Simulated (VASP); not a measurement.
Wanted: the native input for a VASP 6.6.1 run.

```yaml
Task: single point
Functional: r2SCAN
Potentials_or_basis: VASP PAW PBE potentials, release 64 (W_sv)
Cutoff: 520 eV
k_mesh: 18 × 18 × 18
Occupations: gaussian, width 0.1 eV
Spin: no spin polarisation
Dipole_correction: no
Further_INCAR_settings: ALGO = Normal; EDIFF = 1e-06; NBANDS = 13
```

W:

```xyz
1
Lattice="-1.5823 1.5823 1.5823 1.5823 -1.5823 1.5823 1.5823 1.5823 -1.5823" Properties=species:S:1:pos:R:3 pbc="T T T"
W     0.0000    0.0000    0.0000
```

One way to write it, as run:

POSCAR

```
W
1.0
   -1.5823450000      1.5823450000      1.5823450000
    1.5823450000     -1.5823450000      1.5823450000
    1.5823450000      1.5823450000     -1.5823450000
W
1
Direct
    0.0000000000      0.0000000000      0.0000000000
```

INCAR.step1

```
SYSTEM = W
PREC = Accurate
ENCUT = 520
ISMEAR = 0
SIGMA = 0.1
LREAL = .False.
LASPH = .True.
NELM = 100
NBANDS = 13
GGA = PE
ALGO = Normal
EDIFF = 1E-4
LWAVE = .True.
LCHARG = .False.
```

INCAR.step2

```
SYSTEM = W
PREC = Accurate
ENCUT = 520
EDIFF = 1E-6
ISMEAR = 0
SIGMA = 0.1
LREAL = .False.
LASPH = .True.
NELM = 100
ALGO = Normal
ISIF = 2
LWAVE = .False.
LCHARG = .False.
METAGGA = R2SCAN
LMIXTAU = .True.
NBANDS = 13
ISTART = 1
```

KPOINTS

```
Automatic mesh
0
Gamma
  18 18 18
  0 0 0
```

Potentials or basis: VASP PAW PBE potentials, release 64 (W_sv).

The run is started by

```sh
$ cat potpaw_PBE.64/W_sv/POTCAR > POTCAR
$ cp INCAR.step1 INCAR
$ mpirun -np 1 vasp_std > vasp.out
$ cp INCAR.step2 INCAR
$ mpirun -np 1 vasp_std > vasp.out
```

Results of the run:

* Pressure: 2.4 GPa
* Band gap on the k mesh: zero (band 7 reaches 16.64 eV, above the bottom of band 8 at 10.01 eV)

Caveat: the PAW data sets were made with another functional, which shifts forces and pressure a little; spin-orbit coupling is left out, which moves the levels of the heavy elements.

Wall time 45 s on 1 thread of Intel(R) Xeon(R) 6975P-C (Granite Rapids), with other jobs on the host, peak memory 0.16 GiB.
